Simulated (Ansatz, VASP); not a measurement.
**Two plane-wave programs on Lu**

```xyz
1
Lattice="-1.9103 1.9103 1.9103 1.9103 -1.9103 1.9103 1.9103 1.9103 -1.9103" Properties=species:S:1:pos:R:3 pbc="T T T"
Lu    0.0000    0.0000    0.0000
```

Alike in both runs: functional PBEsol; k mesh 16 × 16 × 16; occupations fermi-dirac, width 0.05 eV; no spin polarisation.

Ansatz relaxed the structure, and its values are those at the end. VASP's run is a single point on that final structure, the one shown.

|  | VASP | Ansatz |
| --- | --- | --- |
| version | VASP 6.6.1 | Ansatz 0.2.0 |
| potentials or method | VASP PAW PBE potentials, release 64 (Lu) | PAW with Ansatz's default frozen-core files, scalar-relativistic |
| plane-wave cutoff (eV) | 520 | 420 |
| valence electrons in the cell | 25 | 25 |

VASP gave:

```
pressure (GPa) : 0.1
```

Task: Which values does Ansatz return?

Result: Pressure (GPa): 0.0.

VASP's potentials were made for PBE, not for PBEsol. With one functional, cell and mesh, what is left measures potentials, basis and numerics.

Neither program's run includes spin-orbit coupling.
